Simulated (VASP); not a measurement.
Here is a VASP 6.6.1 calculation.

The input INCAR:

```
PREC = Accurate ; ENCUT = 600
EDIFF = 1E-6 ; ISMEAR = 0
SIGMA = 0.05 ; LREAL = F
LASPH = T ; NELM = 80
ALGO = Normal ; ISIF = 4
LWAVE = F ; LCHARG = F
GGA = PE ; IBRION = 2
NSW = 60 ; EDIFFG = -0.01
```

KPOINTS

```
regular mesh
0
Gamma
  12 12 8
```

POSCAR

```
CuO
1.0
    2.0948372786     -2.0960731624      0.1642294592
    2.0948372786      2.0960731624      0.1642294592
   -0.4056698703      0.0000000000      5.1700414233
Cu O
2 2
Direct
    0.0000000000      0.5000000000      0.0000000000
    0.5000000000      0.0000000000      0.5000000000
    0.5000133234      0.4999866766      0.2500000000
    0.4999866766      0.5000133234      0.7500000000
```

Potentials or basis: VASP PAW PBE potentials, release 64 (Cu, O).

The run is started by

```bash
$ cat potpaw_PBE.64/Cu/POTCAR potpaw_PBE.64/O/POTCAR > POTCAR
$ mpirun -np 1 vasp_std > vasp.out
```

(1) Estimate the band gap on the k mesh.

Results:

(1) zero (bands 17 and 18 overlap by 1.18 eV).

Caveat: semilocal functionals often make such compounds metallic where correlation or magnetic order opens a gap, which also shifts bond lengths.
